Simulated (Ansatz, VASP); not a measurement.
# ZrB2: VASP beside Ansatz

```xyz
3
Lattice="3.2369 0.0000 0.0000 -1.6184 2.8032 0.0000 0.0000 0.0000 3.5979" Properties=species:S:1:pos:R:3 pbc="T T T"
Zr    0.0000    0.0000    0.0000
B     0.0000    1.8688    1.7990
B     1.6184    0.9344    1.7990
```

Alike in both runs: task single point; functional PBEsol; k mesh 18 × 18 × 12; occupations gaussian, width 0.15 eV; no spin polarisation.

|  | VASP | Ansatz |
| --- | --- | --- |
| version | VASP 6.6.1 | Ansatz 0.2.0 |
| potentials or method | VASP PAW PBE potentials, release 64 (Zr_sv, B), cutoff 520 eV | scalar-relativistic, plane waves, PAW |
| valence electrons in the cell | 18 | 18 |

|  | VASP | Ansatz | Ansatz less VASP |
| --- | --- | --- | --- |
| gap on the k mesh at the Fermi level (eV) | none | none | - |
| pressure (GPa) | -16.4 | -16.6 | -0.27 |
| traceless stress, the component that is largest in VASP (GPa) | 1.03 | 1.04 | +0.012 |

VASP's potentials were made for PBE, not for PBEsol. A gap of «none» marks a metal or a gap that the smearing closes.
